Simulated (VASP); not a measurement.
Input of a VASP 6.6.1 run:

The input INCAR:

```
PREC = Accurate ; ENCUT = 500
EDIFF = 1E-6 ; ISMEAR = -1
SIGMA = 0.05 ; LREAL = F
LASPH = T ; NELM = 120
ALGO = Normal ; ISIF = 2
LWAVE = F ; LCHARG = F
NBANDS = 14 ; GGA_COMPAT = F
```

File KPOINTS:

```
Automatic mesh
0
Gamma
  11 11 11
```

Contents of POSCAR:

```
AlAu
1.0
    2.7191779938      0.0000000000      0.0000000000
    0.0000000000      2.7191779938      0.0000000000
    0.0000000000      0.0000000000      2.7191779938
Al Au
1 1
Direct
    0.0000000000      0.0000000000      0.0000000000
    0.5000000000      0.5000000000      0.5000000000
```

Potentials or basis: VASP PAW LDA potentials, release 64 (Al, Au).

The run is started by

```sh
$ cat potpaw_LDA.64/Al/POTCAR potpaw_LDA.64/Au/POTCAR > POTCAR
$ mpirun -np 1 vasp_std > vasp.out
```

Q: Predict the pressure.

A: 189.9 GPa.

Q: What does it give for the band gap on the k mesh?

A: Zero (band 7 reaches 21.94 eV, above the bottom of band 8 at 18.52 eV).

Caveat: spin-orbit coupling is left out, which moves the levels of the heavy elements.
